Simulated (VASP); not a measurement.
Write the native input for VASP 6.6.1 that does the following.

* Task: single point
* Functional: PBEsol
* Potentials or basis: VASP PAW PBE potentials, release 64 (Si, Mo_sv)
* Cutoff: 520 eV
* k mesh: 12 × 12 × 16
* Occupations: fermi-dirac, width 0.03 eV
* Spin: no spin polarisation
* Dipole correction: no
* Further INCAR settings: ALGO = Normal; EDIFF = 1e-06; NBANDS = 18; ISYM = 0

The structure of Si2Mo lies in POSCAR:

```
Si2Mo
1.0
   -1.6000000000      1.6000000000      3.8518900000
    1.6000000000     -1.6000000000      3.8518900000
    1.6000000000      1.6000000000     -3.8518900000
Si Mo
2 1
Direct
    0.3330000000      0.3330000000      0.0000000000
    0.6670000000      0.6670000000      0.0000000000
    0.0000000000      0.0000000000      0.0000000000
```

This cell differs from its parent crystal: zz strain of -2 %.

The input as run:

INCAR

```
SYSTEM = Si2Mo
  ALGO = Normal
  EDIFF = 1E-6
  ENCUT = 520
  GGA = PS
  ISIF = 2
  ISMEAR = -1
  ISYM = 0
  LASPH = .TRUE.
  LCHARG = .TRUE.
  LELF = .TRUE.
  LREAL = .FALSE.
  LVHAR = .TRUE.
  LWAVE = .FALSE.
  NBANDS = 18
  NELM = 60
  PREC = Accurate
  SIGMA = 0.03
```

KPOINTS

```
k-points
0
G
  12 12 16
  0 0 0
```

Potentials or basis: VASP PAW PBE potentials, release 64 (Si, Mo_sv).

Run with:

```sh
$ cat potpaw_PBE.64/Si/POTCAR potpaw_PBE.64/Mo_sv/POTCAR > POTCAR
$ mpirun -np 1 vasp_std > vasp.out
```

Results of the run:

- Pressure: 2.6 GPa
- Largest force: 0.298 eV/Å
- Band gap on the k mesh: zero (bands 11 and 12 overlap by 0.99 eV)

Caveat: the cell differs from its parent crystal (zz strain of -2 %); the stress differs along the axes, from 0 to 8 GPa; the PAW data sets were made with another functional, which shifts forces and pressure a little.

Run time: 27 min on 1 thread of Intel Xeon 8259CL, with other jobs on the host, peak memory 0.83 GiB.
